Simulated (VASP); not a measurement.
BN (Qingsongite): single point with PBE

BN (Qingsongite):

```
CELL_PARAMETERS angstrom
0.00000 1.73672 1.73672
1.73672 0.00000 1.73672
1.73672 1.73672 0.00000
ATOMIC_POSITIONS crystal
B 0.00000 0.00000 0.00000
N 0.25000 0.25000 0.25000
```

This cell differs from its parent crystal: volume scaled by 0.88.

* Program: VASP 6.6.1
* Task: single point
* Functional: PBE
* Potentials or basis: VASP PAW PBE potentials, release 64 (B, N)
* Cutoff: 520 eV
* k mesh: 12 × 12 × 12
* Occupations: gaussian, width 0.02 eV
* Spin: no spin polarisation
* Dipole correction: no
* Further INCAR settings: ALGO = Normal; EDIFF = 1e-06; NBANDS = 11

```
Pressure               : 60.7 GPa
Band gap on the k mesh : 4.58 eV, indirect (least direct gap 9.39 eV)
```

Levels at points of the mesh, in eV from the valence-band top:
```csv
k point,band 1,band 2,band 3,band 4,band 5,band 6,band 7,band 8
"(0.00, 0.00, 0.00)",-21.66,0.00,0.00,0.00,9.39,9.39,9.39,12.37
"(0.50, 0.00, 0.00)",-16.85,-11.85,-2.18,-2.18,11.36,11.36,11.77,16.49
"(0.50, 0.50, 0.00)",-15.32,-9.74,-5.53,-5.53,4.58,9.90,19.84,19.84
```

Wall time 6.6 s on 1 thread of Intel(R) Xeon(R) Platinum 8259CL CPU @ 2.50GHz (Skylake/Cascade Lake), on a shared host, peak memory 0.12 GiB.

 A k mesh can miss the band edges.
